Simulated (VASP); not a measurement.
Runs of VASP 6.6.1 on Al2Cu. The structure is that of space group I4/mcm (No. 140), or close to it. The cells are those of the table. 

| cell | further INCAR settings | gap on the mesh (eV) | pressure (GPa) | largest force (eV/Å) |
| --- | --- | --- | --- | --- |
| a = 4.927 Å, angles 103.3, 103.3, 122.6°, 6 atoms | ALGO = Fast; EDIFF = 1e-07; NBANDS = 26 | none | -1.7 | 0.10 |
| a = 5.048 Å, angles 103.8, 103.8, 121.6°, 6 atoms | ALGO = Fast; EDIFF = 1e-06; NBANDS = 26 | none | -8.4 | 0.01 |
| a = 4.889 Å, angles 104.4, 104.4, 120.2°, 6 atoms | ALGO = Fast; EDIFF = 1e-07; NBANDS = 26 | none | (b) | 0.03 |
| a = 5.074 Å, angles 103.3, 103.3, 122.6°, 6 atoms | ALGO = Fast; EDIFF = 1e-06; NBANDS = 26 | none | -9.2 | 0.02 |
| a = 4.828 Å, angles 105.1, 105.1, 118.7°, 6 atoms | ALGO = Fast; EDIFF = 1e-07; NBANDS = 26 | none | (a) | 0.11 |

Alike in all rows: task single point; level PBEsol; potentials or basis VASP PAW PBE potentials, release 64 (Al, Cu); no spin polarisation; k mesh 10 × 10 × 10; cutoff (eV) 520; smearing gaussian 0.15 eV.

Estimate the missing entries.

(a) 2.7; (b) -0.8.

Caveats: the PAW data sets were made with another functional, which shifts forces and pressure a little; the cell stands under tension (at least some runs); the stress differs along the axes, from -4 to 2 GPa (at least some runs); the stress differs along the axes, from -1 to 5 GPa (at least some runs).

A gap of «none» marks levels without a gap at the run's occupations.
